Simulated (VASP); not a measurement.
# ZrSi2 (Cmcm) in VASP: single point with LDA

Aim: the single point of ZrSi2 with LDA.

Program: VASP 6.6.1. These are calculated values, not measurements. Logs are shortened: lines on timing, memory, paths and dates and some standing lists are left out, and cuts for length are marked.

## Step 1: The cell of the first run

It takes space group Cmcm (No. 63, orthorhombic). Conventional cell: a = 3.650 Å, b = 14.491 Å, c = 3.635 Å, α = 90.00°, β = 90.00°, γ = 90.00°. Zr (site symmetry m2m) has 10 Si at 2.68 to 2.93 Å and 6 Zr at 3.54 to 3.65 Å within 3.7 Å. Si (site symmetry m2m) has 2 Si at 2.39 Å and 6 Zr at 2.68 to 2.93 Å within 3.2 Å. Si (site symmetry m2m) has 8 Si at 2.58 to 3.38 Å and 4 Zr at 2.78 Å within 3.4 Å.

## Step 2: Single point, LDA

File INCAR:

```
PREC = Accurate
ENCUT = 520
EDIFF = 1E-6
ISMEAR = 0
SIGMA = 0.1
LREAL = F
LASPH = T
NELM = 80
ALGO = Normal
ISIF = 2
LWAVE = F
LCHARG = F
GGA = CA
NBANDS = 29
```

File KPOINTS:

```
Automatic mesh
0
Gamma
  10 10 10
```

File POSCAR:

```
ZrSi2
1.0
    1.8251171301     -7.2456553307      0.0000000000
    1.8251171301      7.2456553307      0.0000000000
    0.0000000000      0.0000000000      3.6347637600
Zr Si
2 4
Direct
    0.8952323933      0.1047676067      0.2500000000
    0.1047676067      0.8952323933      0.7500000000
    0.5537573485      0.4462426515      0.2500000000
    0.4462426515      0.5537573485      0.7500000000
    0.2502173075      0.7497826925      0.2500000000
    0.7497826925      0.2502173075      0.7500000000
```

Potentials or basis: VASP PAW LDA potentials, release 64 (Zr_sv, Si).

Started as:

```
$ cat potpaw_LDA.64/Zr_sv/POTCAR potpaw_LDA.64/Si/POTCAR > POTCAR
$ mpirun -np 1 vasp_std > vasp.out
```

OUTCAR:

```text
PREC = Accurate
   ENCUT = 520
   EDIFF = 1E-6
   ISMEAR = 0
   LREAL = F
   LASPH = T
   NELM = 80
   ISIF = 2
   GGA = CA

 ion  position               nearest neighbor table
   1  0.895  0.105  0.250-   4 2.68   4 2.68   4 2.68   4 2.68   6 2.78   6 2.78   5 2.78   5 2.78
                             3 2.93   3 2.93   2 3.54   2 3.54
   2  0.105  0.895  0.750-   3 2.68   3 2.68   3 2.68   3 2.68   5 2.78   5 2.78   6 2.78   6 2.78
                             4 2.93   4 2.93   1 3.54   1 3.54
   3  0.554  0.446  0.250-   4 2.39   4 2.39   2 2.68   2 2.68   2 2.68   2 2.68   1 2.93   1 2.93

   4  0.446  0.554  0.750-   3 2.39   3 2.39   1 2.68   1 2.68   1 2.68   1 2.68   2 2.93   2 2.93

   5  0.250  0.750  0.250-   6 2.58   6 2.58   6 2.58   6 2.58   2 2.78   2 2.78   1 2.78   1 2.78

   6  0.750  0.250  0.750-   5 2.58   5 2.58   5 2.58   5 2.58   1 2.78   1 2.78   2 2.78   2 2.78

  LATTYP: Found a base centered orthorhombic cell.
 ALAT       =     3.6502342602
 B/A-ratio  =     3.9699673030
 C/A-ratio  =     0.9957617788

  Lattice vectors:

 A1 = (   1.8251171301,  -7.2456553307,   0.0000000000)
 A2 = (   1.8251171301,   7.2456553307,   0.0000000000)
 A3 = (   0.0000000000,   0.0000000000,   3.6347637600)

Analysis of symmetry for initial positions (statically):
=====================================================================
 Subroutine PRICEL returns:
 Original cell was already a primitive cell.

 Routine SETGRP: Setting up the symmetry group for a
 base centered orthorhombic supercell.

 Subroutine GETGRP returns: Found  8 space group operations
 (whereof  4 operations were pure point group operations)
 out of a pool of  8 trial point group operations.

The static configuration has the point symmetry C_2h.
 The point group associated with its full space group is D_2h.

Analysis of symmetry for dynamics (positions and initial velocities):
=====================================================================
 Subroutine PRICEL returns:
 Original cell was already a primitive cell.

 Routine SETGRP: Setting up the symmetry group for a
 base centered orthorhombic supercell.

 Subroutine GETGRP returns: Found  8 space group operations
 (whereof  4 operations were pure point group operations)
 out of a pool of  8 trial point group operations.

The dynamic configuration has the point symmetry C_2h.
 The point group associated with its full space group is D_2h.

 Subroutine INISYM returns: Found  8 space group operations
 (whereof  4 operations are pure point group operations),
 and found     1 'primitive' translations

----------------------------------------------------------------------------------------

                                     Primitive cell

  volume of cell :      96.1335

  direct lattice vectors                    reciprocal lattice vectors
     1.825117130 -7.245655331  0.000000000     0.273955020 -0.069006871  0.000000000
     1.825117130  7.245655331  0.000000000     0.273955020  0.069006871  0.000000000
     0.000000000  0.000000000  3.634763760     0.000000000  0.000000000  0.275121044

  length of vectors
     7.471985928  7.471985928  3.634763760     0.282512480  0.282512480  0.275121044

  position of ions in fractional coordinates (direct lattice)
     0.895232393  0.104767607  0.250000000
     0.104767607  0.895232393  0.750000000
     0.553757348  0.446242652  0.250000000
     0.446242652  0.553757348  0.750000000
     0.250217308  0.749782692  0.250000000
     0.749782692  0.250217308  0.750000000

  ion indices of the primitive-cell ions
   primitive index   ion index
                 1           1
                 2           2
                 3           3
                 4           4
                 5           5
                 6           6

----------------------------------------------------------------------------------------

 KPOINTS: Automatic mesh

Automatic generation of k-mesh.
 Grid dimensions read from file:
 generate k-points for:   10   10   10

 Generating k-lattice:

  Cartesian coordinates                     Fractional coordinates (reciprocal lattice)
     0.027395502 -0.006900687  0.000000000     0.100000000  0.000000000  0.000000000
     0.027395502  0.006900687  0.000000000     0.000000000  0.100000000  0.000000000
     0.000000000  0.000000000  0.027512104     0.000000000  0.000000000  0.100000000

  Length of vectors
     0.028251248  0.028251248  0.027512104

  Shift w.r.t. Gamma in fractional coordinates (k-lattice)
     0.000000000  0.000000000  0.000000000

 Subroutine IBZKPT returns following result:
 ===========================================

 Found    186 irreducible k-points:

 Following reciprocal coordinates:
            Coordinates               Weight
  0.000000  0.000000  0.000000      1.000000
  0.100000  0.000000  0.000000      4.000000
  0.200000  0.000000  0.000000      4.000000
  0.300000  0.000000  0.000000      4.000000
  0.400000  0.000000  0.000000      4.000000
  0.500000  0.000000  0.000000      2.000000
[... 16 lines left out ...]
  0.300000  0.300000  0.000000      2.000000
  0.400000  0.300000  0.000000      4.000000
 [... further k-points ...]
   k-points           NKPTS =    186   k-points in BZ     NKDIM =    186   number of bands    NBANDS=     29
   number of dos      NEDOS =    301   number of ions     NIONS =      6
   total plane-waves  NPLWV =  87808
   dimension x,y,z NGX =    56 NGY =   56 NGZ =   28
   dimension x,y,z NGXF=   112 NGYF=  112 NGZF=   56
   ions per type =               2   4
   NGX,Y,Z   is equivalent  to a cutoff of  12.46, 12.46, 12.81 a.u.
   NGXF,Y,Z  is equivalent  to a cutoff of  24.92, 24.92, 25.61 a.u.
 SYSTEM =  unknown system
   PREC   = accura    normal or accurate (medium, high low for compatibility)
   ISTART =      0    job   : 0-new  1-cont  2-samecut
   ICHARG =      2    charge: 1-file 2-atom 10-const
   ISPIN  =      1    spin polarized calculation?
   LNONCOLLINEAR =      F non collinear calculations
   LSORBIT =      F    spin-orbit coupling
   LASPH  =      T    aspherical Exc in radial PAW
   ENCUT  =  520.0 eV  38.22 Ry    6.18 a.u.  13.89 13.89  6.76*2*pi/ulx,y,z
   NELM   =     80;   NELMIN=  2; NELMDL= -5     # of ELM steps
   EDIFF  = 0.1E-05   stopping-criterion for ELM
   LREAL  =      F    real-space projection
   EDIFFG = 0.1E-04   stopping-criterion for IOM
   NSW    =      0    number of steps for IOM
   IBRION =     -1    ionic relax: 0-MD 1-quasi-New 2-CG
   NFREE  =      0    steps in history (QN), initial steepest desc. (CG)
   ISIF   =      2    stress and relaxation
   ISYM   =      2    0-nonsym 1-usesym 2-fastsym
   POTIM  = 0.5000    time-step for ionic-motion
   TEBEG  =    0.0;   TEEND  =   0.0 temperature during run
   PSTRESS=    0.0 pullay stress
   NELECT =      40.0000    total number of electrons
   NUPDOWN=      -1.0000    fix difference up-down
   EMIN   =  10.00;   EMAX   =-10.00  energy-range for DOS
   EFERMI =   0.00;   METHOD = LEGACY
   ISMEAR =     0;   SIGMA  =   0.10  broadening in eV -4-tet -1-fermi 0-gaus
   EFERMI_NEDOS =   21; number of points for ismear=-14 and -15
   IALGO  =     38    algorithm
   IMIX   =      4    mixing-type and parameters
     AMIX     =   0.40;   BMIX     =  1.00
     AMIX_MAG =   1.60;   BMIX_MAG =  1.00
  volume/ion in A,a.u.               =      16.02       108.12
  Fermi-wavevector in a.u.,A,eV,Ry     =   1.222184  2.309593 20.323484  1.493734
  Thomas-Fermi vector in A             =   2.357340
   LORBIT       =      0    0 simple, 1 ext, 2 COOP (PROOUT), +10 PAW based schemes
   GGA     = CA    functional components
   LHFCALC =     F    Hartree Fock is set to
   AEXX    =    0.0000 exact exchange contribution
   IVDW    =     0    specifies the selected vdW correction
   LEPSILON=     F    determine dielectric tensor
   LRPA    =     F    only Hartree local field effects (RPA)
 non-spin polarized calculation
 Gauss-broadening in eV      SIGMA  =   0.10
  energy-cutoff  :      520.00
  volume of cell :       96.13
 maximum number of plane-waves:      2618
   NGX = 27   NGY = 27   NGZ = 13

 number of electron      39.9999998 magnetization

 Free energy of the ion-electron system (eV)
  ---------------------------------------------------
  ext. energy  EPLUGINS =         0.00000000
  ---------------------------------------------------
  free energy    TOTEN  =       -46.99360890 eV

  energy without entropy =      -46.98741618  energy(sigma->0) =      -46.99051254

 E-fermi :  10.4539     XC(G=0): -11.5977

 val. band max:       10.4497749024   @ k =  -0.2000   0.2000   0.0000
 cond. band min:      10.4600760776   @ k =   0.2000   0.0000   0.0000
 fundamental gap:      0.0103011752
 Fermi energy:        10.4538704968

 k-point     1 :       0.0000    0.0000    0.0000
  band No.  band energies     occupation
      1     -37.8851      2.00000
      2     -37.8682      2.00000
      3     -16.3296      2.00000
      4     -16.1534      2.00000
      5     -16.1248      2.00000
      6     -16.1216      2.00000
[... 21 lines left out ...]
     28      13.4151      0.00000
     29      14.5634      0.00000

 k-point     2 :       0.1000    0.0000    0.0000
  band No.  band energies     occupation
      1     -37.8840      2.00000
      2     -37.8671      2.00000
      3     -16.3250      2.00000
      4     -16.1758      2.00000
      5     -16.1448      2.00000
      6     -16.1202      2.00000
[... 21 lines left out ...]
     28      13.9148      0.00000
     29      14.2516      0.00000

 k-point     3 :       0.2000    0.0000    0.0000
  band No.  band energies     occupation
      1     -37.8809      2.00000
      2     -37.8643      2.00000
      3     -16.3134      2.00000
      4     -16.2339      2.00000
      5     -16.1966      2.00000
      6     -16.1168      2.00000
[... 638 lines left out ...]
      5     -16.2793      2.00000
      6     -16.1140      2.00000
[... 21 lines left out ...]
     28      14.0691      0.00000
     29      14.4584      0.00000

 k-point    24 :       0.4000    0.3000    0.0000
  band No.  band energies     occupation
      1     -37.8769      2.00000
      2     -37.8610      2.00000
      3     -16.3131      2.00000
      4     -16.2808      2.00000
      5     -16.2593      2.00000
      6     -16.1229      2.00000
[... 21 lines left out ...]
     28      14.4460      0.00000
     29      14.6969      0.00000

 [... further k-points ...]

------------------------ aborting loop because EDIFF is reached ----------------------------------------

  FORCE on cell =-STRESS in cart. coord.  units (eV):
  Direction    XX          YY          ZZ          XY          YZ          ZX
  --------------------------------------------------------------------------------------
  -------------------------------------------------------------------------------------
  Total        0.1243359      0.1095856      0.1351117      0.0000000      0.0000000      0.0000000
  in kB        2.0722037      1.8263725      2.2517961      0.0000000      0.0000000      0.0000000
  external PRESSURE =       2.0501241 kB  Pullay stress =       0.0000000 kB

 VOLUME and BASIS-vectors are now :
 -----------------------------------------------------------------------------
  energy-cutoff  :      520.00
  volume of cell :       96.13
      direct lattice vectors                 reciprocal lattice vectors
     1.825117130 -7.245655331  0.000000000     0.273955020 -0.069006871  0.000000000
     1.825117130  7.245655331  0.000000000     0.273955020  0.069006871  0.000000000
     0.000000000  0.000000000  3.634763760     0.000000000  0.000000000  0.275121044

 POSITION                                       TOTAL-FORCE (eV/Angst)
 -----------------------------------------------------------------------------------
      1.82512     -5.72744      0.90869         0.000000     -0.000769     -0.000000
      1.82512      5.72744      2.72607         0.000000      0.000769      0.000000
      1.82512     -0.77901      0.90869         0.000000      0.006694      0.000000
      1.82512      0.77901      2.72607         0.000000     -0.006694      0.000000
      1.82512      3.61968      0.90869         0.000000     -0.000194      0.000000
      1.82512     -3.61968      2.72607         0.000000      0.000194      0.000000
 -----------------------------------------------------------------------------------
    total drift:                               -0.000000      0.000000     -0.000000

  FREE ENERGIE OF THE ION-ELECTRON SYSTEM (eV)
  ---------------------------------------------------
  free  energy   TOTEN  =       -46.9936088969 eV

  energy  without entropy=      -46.9874161763  energy(sigma->0) =      -46.99051254
```

Run time: 12 min. Hardware: 1 thread of Intel Xeon Platinum 8259CL at 2.50GHz (Skylake/Cascade Lake), shared host; peak memory 0.53 GiB.

Results:

```
Free energy            : -46.9936 eV
Pressure               : 0.2 GPa
Largest force          : 0.007 eV/Å
Band gap on the k mesh : zero (bands 20 and 21 overlap by 1.01 eV)
```

Forces in eV/Å, atoms in the order of the input:
```
Zr   0.000 -0.001  0.000
Zr   0.000  0.001  0.000
Si   0.000  0.007  0.000
Si   0.000 -0.007  0.000
Si   0.000  0.000  0.000
Si   0.000  0.000  0.000
```

Levels at points of the mesh, in eV from the Fermi level:
| k point | band 17 | band 18 | band 19 | band 20 | band 21 | band 22 | band 23 | band 24 |
| --- | --- | --- | --- | --- | --- | --- | --- | --- |
| (0.00, 0.00, 0.00) | -2.40 | -2.39 | -2.32 | 0.05 | 1.10 | 1.40 | 1.47 | 1.63 |
| (0.50, 0.00, 0.00) | -1.77 | -1.59 | -0.92 | -0.51 | -0.46 | 1.01 | 1.02 | 2.14 |
| (0.50, 0.50, 0.00) | -2.72 | -1.84 | -1.49 | 0.45 | 1.01 | 1.17 | 1.49 | 1.76 |
| (0.00, 0.00, 0.50) | -1.99 | -1.99 | -0.05 | -0.05 | 0.22 | 0.22 | 1.63 | 1.63 |
| (0.50, 0.00, 0.50) | -3.21 | -3.21 | -2.17 | -2.17 | 2.27 | 2.27 | 3.22 | 3.22 |
| (0.50, 0.50, 0.50) | -2.28 | -2.28 | -0.94 | -0.94 | 0.12 | 0.12 | 2.36 | 2.36 |
